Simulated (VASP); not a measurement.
# Al4Ni (P4/nmm) in VASP: single point with r2SCAN

Aim: the single point of Al4Ni with r2SCAN.

Everything below comes from runs of VASP 6.6.1. Logs are shortened: lines on timing, memory, paths and dates and some standing lists are left out, and cuts for length are marked.

## 1. The cell of the first run

It takes space group P4/nmm (No. 129, tetragonal). The conventional cell has a = 4.071 Å, b = 4.071 Å, c = 9.512 Å, α = 90.00°, β = 90.00°, γ = 90.00°. Within 3.3 Å of Al (site symmetry -4m2) lie 4 Ni at 2.49 Å and 6 Al at 2.76 to 2.88 Å. Within 3.7 Å of Al (site symmetry 4mm) lie 12 Al at 2.84 to 2.88 Å and 1 Ni at 3.34 Å. Al (site symmetry 2mm) has 2 Ni at 2.43 Å and 9 Al at 2.76 to 2.88 Å within 3.2 Å. Ni (site symmetry 4mm) has 8 Al at 2.43 to 2.49 Å within 3.2 Å.

## 2. Single point, r2SCAN

The input, POSCAR:

```
Al4Ni
1.0
    4.0710097870      0.0000000000      0.0000000000
    0.0000000000      4.0710097870      0.0000000000
    0.0000000000      0.0000000000      9.5118944678
Al Ni
8 2
Direct
    0.0000000000      0.0000000000      0.0000000000
    0.5000000000      0.5000000000      0.0000000000
    0.0000000000      0.5000000000      0.5014910256
    0.5000000000      0.0000000000      0.4985089744
    0.0000000000      0.0000000000      0.2905286261
    0.5000000000      0.5000000000      0.2905286261
    0.5000000000      0.5000000000      0.7094713739
    0.0000000000      0.0000000000      0.7094713739
    0.0000000000      0.5000000000      0.1503617094
    0.5000000000      0.0000000000      0.8496382906
```

The input, INCAR.step1:

```
PREC = Accurate ; ENCUT = 520
ISMEAR = 0 ; SIGMA = 0.1
LREAL = F ; LASPH = T
NELM = 80 ; NBANDS = 33
GGA = PE ; ALGO = Normal
EDIFF = 1E-4 ; LWAVE = T
LCHARG = F
```

The input, INCAR.step2:

```
PREC = Accurate ; ENCUT = 520
EDIFF = 1E-6 ; ISMEAR = 0
SIGMA = 0.1 ; LREAL = F
LASPH = T ; NELM = 80
ALGO = Normal ; ISIF = 2
LWAVE = F ; LCHARG = T
METAGGA = R2SCAN ; LMIXTAU = T
LELF = T ; LVHAR = T
NBANDS = 33 ; ISTART = 1
```

The input, KPOINTS:

```
Automatic mesh
0
Gamma
  8 8 4
```

Potentials or basis: VASP PAW PBE potentials, release 64 (Al, Ni).

Run with:

```bash
$ cat potpaw_PBE.64/Al/POTCAR potpaw_PBE.64/Ni/POTCAR > POTCAR
$ cp INCAR.step1 INCAR
$ mpirun -np 1 vasp_std > vasp.out
$ cp INCAR.step2 INCAR
$ mpirun -np 1 vasp_std > vasp.out
```

OUTCAR:

```text
PREC = Accurate
   ENCUT = 520
   EDIFF = 1E-6
   ISMEAR = 0
   LREAL = F
   LASPH = T
   NELM = 80
   ISIF = 2
   METAGGA = R2SCAN
   ISTART = 1

 ion  position               nearest neighbor table
   1  0.000  0.000  0.000-   9 2.49  10 2.49   9 2.49  10 2.49   5 2.76   8 2.76   2 2.88   2 2.88
                             2 2.88   2 2.88
   2  0.500  0.500  0.000-   9 2.49  10 2.49  10 2.49   9 2.49   6 2.76   7 2.76   1 2.88   1 2.88
                             1 2.88   1 2.88
   3  0.000  0.500  0.501-   7 2.84   8 2.84   8 2.84   7 2.84   5 2.86   5 2.86   6 2.86   6 2.86
                             4 2.88   4 2.88   4 2.88   4 2.88
   4  0.500  0.000  0.499-   5 2.84   6 2.84   6 2.84   5 2.84   7 2.86   7 2.86   8 2.86   8 2.86
                             3 2.88   3 2.88   3 2.88   3 2.88
   5  0.000  0.000  0.291-   9 2.43   9 2.43   1 2.76   4 2.84   4 2.84   3 2.86   3 2.86   6 2.88
                             6 2.88   6 2.88   6 2.88
   6  0.500  0.500  0.291-   9 2.43   9 2.43   2 2.76   4 2.84   4 2.84   3 2.86   3 2.86   5 2.88
                             5 2.88   5 2.88   5 2.88
   7  0.500  0.500  0.709-  10 2.43  10 2.43   2 2.76   3 2.84   3 2.84   4 2.86   4 2.86   8 2.88
                             8 2.88   8 2.88   8 2.88
   8  0.000  0.000  0.709-  10 2.43  10 2.43   1 2.76   3 2.84   3 2.84   4 2.86   4 2.86   7 2.88
                             7 2.88   7 2.88   7 2.88
   9  0.000  0.500  0.150-   5 2.43   6 2.43   5 2.43   6 2.43   1 2.49   1 2.49   2 2.49   2 2.49

  10  0.500  0.000  0.850-   7 2.43   8 2.43   7 2.43   8 2.43   2 2.49   1 2.49   1 2.49   2 2.49

  LATTYP: Found a simple tetragonal cell.
 ALAT       =     4.0710097870
 C/A-ratio  =     2.3364951119

  Lattice vectors:

 A1 = (   4.0710097870,   0.0000000000,   0.0000000000)
 A2 = (   0.0000000000,   4.0710097870,   0.0000000000)
 A3 = (   0.0000000000,   0.0000000000,   9.5118944678)

Analysis of symmetry for initial positions (statically):
=====================================================================
 Subroutine PRICEL returns:
 Original cell was already a primitive cell.

 Routine SETGRP: Setting up the symmetry group for a
 simple tetragonal supercell.

 Subroutine GETGRP returns: Found 16 space group operations
 (whereof  8 operations were pure point group operations)
 out of a pool of 16 trial point group operations.

The static configuration has the point symmetry D_2d.
 The point group associated with its full space group is D_4h.

Analysis of symmetry for dynamics (positions and initial velocities):
=====================================================================
 Subroutine PRICEL returns:
 Original cell was already a primitive cell.

 Routine SETGRP: Setting up the symmetry group for a
[... 131 lines left out ...]
   POTIM  = 0.5000    time-step for ionic-motion
   TEBEG  =    0.0;   TEEND  =   0.0 temperature during run
   PSTRESS=    0.0 pullay stress
   NELECT =      44.0000    total number of electrons
   NUPDOWN=      -1.0000    fix difference up-down
   EMIN   =  10.00;   EMAX   =-10.00  energy-range for DOS
   EFERMI =   0.00;   METHOD = LEGACY
   ISMEAR =     0;   SIGMA  =   0.10  broadening in eV -4-tet -1-fermi 0-gaus
   EFERMI_NEDOS =   21; number of points for ismear=-14 and -15
   IALGO  =     38    algorithm
   IMIX   =      4    mixing-type and parameters
     AMIX     =   0.40;   BMIX     =  1.00
     AMIX_MAG =   1.60;   BMIX_MAG =  1.00
  volume/ion in A,a.u.               =      15.76       106.38
  Fermi-wavevector in a.u.,A,eV,Ry     =   1.069881  2.021781 15.573832  1.144644
  Thomas-Fermi vector in A             =   2.205574
   LORBIT       =      0    0 simple, 1 ext, 2 COOP (PROOUT), +10 PAW based schemes
   METAGGA = R2SCAN    functional components
   LHFCALC =     F    Hartree Fock is set to
   AEXX    =    0.0000 exact exchange contribution
   IVDW    =     0    specifies the selected vdW correction
   LEPSILON=     F    determine dielectric tensor
   LRPA    =     F    only Hartree local field effects (RPA)
 non-spin polarized calculation
 Gauss-broadening in eV      SIGMA  =   0.10
  energy-cutoff  :      520.00
  volume of cell :      157.64
 maximum number of plane-waves:      4275
   NGX = 15   NGY = 15   NGZ = 35

 number of electron      44.0000028 magnetization

 Free energy of the ion-electron system (eV)
  ---------------------------------------------------
  ext. energy  EPLUGINS =         0.00000000
  ---------------------------------------------------
  free energy    TOTEN  =       -80.30360297 eV

  energy without entropy =      -80.28662800  energy(sigma->0) =      -80.29511548

 E-fermi :   7.7011     XC(G=0): -11.1492

 val. band max:        7.6951889704   @ k =   0.2500   0.0000   0.0000
 cond. band min:       7.7069543037   @ k =   0.5000   0.1250   0.0000
 fundamental gap:      0.0117653333
 Fermi energy:         7.7010963285

 k-point     1 :       0.0000    0.0000    0.0000
  band No.  band energies     occupation
      1      -3.6965      2.00000
      2      -1.7745      2.00000
      3      -1.5907      2.00000
      4       2.8407      2.00000
      5       3.4297      2.00000
      6       3.5276      2.00000
[... 853 lines left out ...]
     32      12.3872      0.00000
     33      12.5335      0.00000

 [... further k-points ...]
[... 5 lines left out ...]
  --------------------------------------------------------------------------------------
  -------------------------------------------------------------------------------------
  Total       -3.0200060     -3.0200060     -3.5265612      0.0000000      0.0000000      0.0000000
  in kB      -30.6935463    -30.6935463    -35.8418730      0.0000000      0.0000000      0.0000000
  external PRESSURE =     -32.4096552 kB  Pullay stress =       0.0000000 kB

 VOLUME and BASIS-vectors are now :
 -----------------------------------------------------------------------------
  energy-cutoff  :      520.00
  volume of cell :      157.64
      direct lattice vectors                 reciprocal lattice vectors
     4.071009787  0.000000000  0.000000000     0.245639301  0.000000000  0.000000000
     0.000000000  4.071009787  0.000000000     0.000000000  0.245639301  0.000000000
     0.000000000  0.000000000  9.511894468     0.000000000  0.000000000  0.105131528

 POSITION                                       TOTAL-FORCE (eV/Angst)
 -----------------------------------------------------------------------------------
      0.00000      0.00000      0.00000         0.000000      0.000000      0.000000
      2.03550      2.03550      0.00000         0.000000     -0.000000      0.000000
      0.00000      2.03550      4.77013         0.000000      0.000000     -0.074836
      2.03550      0.00000      4.74176         0.000000     -0.000000      0.074836
      0.00000      0.00000      2.76348         0.000000     -0.000000     -0.029082
      2.03550      2.03550      2.76348        -0.000000      0.000000     -0.029082
      2.03550      2.03550      6.74842         0.000000     -0.000000      0.029082
      0.00000      0.00000      6.74842         0.000000     -0.000000      0.029082
      0.00000      2.03550      1.43022        -0.000000     -0.000000      0.087702
      2.03550      0.00000      8.08167         0.000000     -0.000000     -0.087702
 -----------------------------------------------------------------------------------
    total drift:                                0.000000     -0.000000      0.000000

  FREE ENERGIE OF THE ION-ELECTRON SYSTEM (eV)
  ---------------------------------------------------
  free  energy   TOTEN  =       -80.3036029662 eV

  energy  without entropy=      -80.2866279960  energy(sigma->0) =      -80.29511548
```

Wall time 6.9 min (1 thread of Intel Xeon 6975P-C (Granite Rapids), shared host); peak memory 0.37 GiB.

What came out:

* Free energy: -80.3036 eV
* Pressure: -3.2 GPa
* Largest force: 0.088 eV/Å
* Band gap on the k mesh: zero (bands 22 and 23 overlap by 1.72 eV)

Forces in eV/Å, atoms in the order of the input:
```
Al   0.000  0.000  0.000
Al   0.000  0.000  0.000
Al   0.000  0.000 -0.075
Al   0.000  0.000  0.075
Al   0.000  0.000 -0.029
Al   0.000  0.000 -0.029
Al   0.000  0.000  0.029
Al   0.000  0.000  0.029
Ni   0.000  0.000  0.088
Ni   0.000  0.000 -0.088
```

Caveat: the cell stands under tension; the PAW data sets were made with another functional, which shifts forces and pressure a little. Spin polarisation is off, so any magnetic state and its effect on volume and gap are missing.
